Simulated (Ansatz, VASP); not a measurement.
**Two plane-wave programs on Sn**

Contents of INCAR:

```
SYSTEM = Sn
ALGO     = Fast           ! electronic algorithm
EDIFF    = 1E-7           ! SCF threshold, eV
ENCUT    = 520            ! plane-wave cutoff, eV
GGA      = PE             ! functional
ISIF     = 2              ! what is computed and relaxed
ISMEAR   = 0              ! smearing method
LASPH    = .True.         ! aspherical terms in the spheres
LCHARG   = .False.        ! write CHGCAR
LREAL    = .False.        ! projectors in reciprocal space
LWAVE    = .False.        ! write WAVECAR
NBANDS   = 21             ! bands
NELM     = 80             ! most SCF steps
PREC     = Accurate       ! precision mode
SIGMA    = 0.15           ! smearing width, eV
```

KPOINTS

```
k-points
0
Gamma
  18 18 18
  0 0 0
```

File POSCAR:

```
Sn
1.0
   -2.8482002233      2.8482002233      1.7042197766
    2.8482002233     -2.8482002233      1.7042197766
    2.8482002233      2.8482002233     -1.7042197766
Sn
2
Direct
    0.7500000000      0.2500000000      0.5000000000
    0.0000000000      0.0000000000      0.0000000000
```

Input for Ansatz:

```yaml
crystal:
  lattice:
    - [-2.8482002233, 2.8482002233, 1.7042197766]
    - [2.8482002233, -2.8482002233, 1.7042197766]
    - [2.8482002233, 2.8482002233, -1.7042197766]
  atoms:
    - { symbol: Sn, position: [0.75, 0.25, 0.5] }
    - { symbol: Sn, position: [0.0, 0.0, 0.0] }
basis:
  ecutwfc: 420
kpoints:
  mp_grid: { grid: [18, 18, 18] }
hamiltonian:
  xc: pbe
scf:
  occupations: { method: gaussian, width: 0.15 }
output:
  forces: true
  stress: true
  eigenvalues: true
```

Alike in both runs: task single point; functional PBE; k mesh 18 × 18 × 18; occupations gaussian, width 0.15 eV; no spin polarisation.

|  | VASP | Ansatz |
| --- | --- | --- |
| version | VASP 6.6.1 | Ansatz 0.2.0 |
| potentials or method | VASP PAW PBE potentials, release 64 (Sn_d), cutoff 520 eV | scalar-relativistic, plane waves, PAW |
| valence electrons in the cell | 28 | 28 |

|  | VASP | Ansatz | Ansatz less VASP |
| --- | --- | --- | --- |
| gap on the k mesh at the Fermi level (eV) | none | none | - |
| pressure (GPa) | 2.1 | 2.1 | +0.05 |
| traceless stress, the component that is largest in VASP (GPa) | -3.30 | -3.29 | +0.003 |

A gap of «none» marks a metal or a gap that the smearing closes. The functional is the same, so the differences come from potentials, cutoffs and numerics.
